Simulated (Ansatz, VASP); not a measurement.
HfN: VASP beside Ansatz

```
Hf N
1.0
     0.00000    2.22551    2.22551
     2.22551    0.00000    2.22551
     2.22551    2.22551    0.00000
Hf N
1 1
Direct
  0.00000 0.00000 0.00000
  0.50000 0.50000 0.50000
```

Change from the starting cell: volume scaled by 0.96.

Alike in both runs: task single point; functional BLYP; dispersion D4; k mesh 10 × 10 × 10; occupations fermi-dirac, width 0.05 eV; no spin polarisation.

```csv
,VASP,Ansatz
version,VASP 6.6.1,Ansatz 0.2.0
potentials or method,"VASP PAW PBE potentials, release 64 (Hf_pv, N)",Ansatz PAW
plane-wave cutoff (eV),600,420
valence electrons in the cell,15,31
```

Ansatz gave:

- gap on the k mesh at the Fermi level (eV): none
- pressure (GPa): 18.5

Estimate VASP's values.

gap on the k mesh at the Fermi level (eV): none; pressure (GPa): 16.8.

VASP's potentials were made for PBE, not for BLYP. A gap of «none» marks a metal or a gap that the smearing closes. VASP's potentials hold 15 valence electrons a cell and Ansatz's 31, so a difference there can come from the potentials and not from the codes.

Spin-orbit coupling is off throughout.
